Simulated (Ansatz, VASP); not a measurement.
**One calculation of Y2TaN3, two programs**

```
Y Ta N
1.0
     3.31585   -0.00022   -0.00016
    -1.65811    2.87124    0.00025
    -0.00057    0.00069   16.39442
Y Ta N
4 2 6
Direct
  0.33334 0.66664 0.33694
  0.33333 0.66663 0.83693
  0.66664 0.33338 0.16307
  0.66665 0.33337 0.66307
  0.00004 0.00002 0.00000
  0.99999 0.99996 0.50000
  0.00000 0.00000 0.25000
  0.00001 0.00001 0.75000
  0.33333 0.66668 0.07113
  0.33333 0.66667 0.57112
  0.66667 0.33333 0.42887
  0.66666 0.33332 0.92887
```

Change from the starting cell: cell x2, atoms moved at random (sigma 0.15 Å) and cell strained at random (1.5 %), then relaxed without symmetry.

Alike in both runs: functional PBE; k mesh 6 × 6 × 2; occupations gaussian, width 0.2 eV; no spin polarisation.

Ansatz relaxed the structure, and its values are those at the end. VASP's run is a single point on that final structure, the one shown.

|  | VASP | Ansatz |
| --- | --- | --- |
| version | VASP 6.6.1 | Ansatz 0.2.0 |
| potentials or method | VASP PAW PBE potentials, release 64 (Y_sv, Ta_pv, N), cutoff 520 eV | scalar-relativistic, plane waves, PAW |
| valence electrons in the cell | 96 | 100 |

```csv
,VASP,Ansatz,Ansatz less VASP
gap on the k mesh at the Fermi level (eV),none,none,-
pressure (GPa),0.0,0.0,+0.01
rms of the force components (eV/Å),0.012,0.001,-0.0110
```

A gap of «none» marks a metal or a gap that the smearing closes. The functional is the same, so the differences come from potentials, cutoffs and numerics. VASP's potentials hold 96 valence electrons a cell and Ansatz's 100, so a difference there can come from the potentials and not from the codes.

The k mesh is coarse, so the values compare programs but aren't converged. Neither program's run includes spin-orbit coupling.
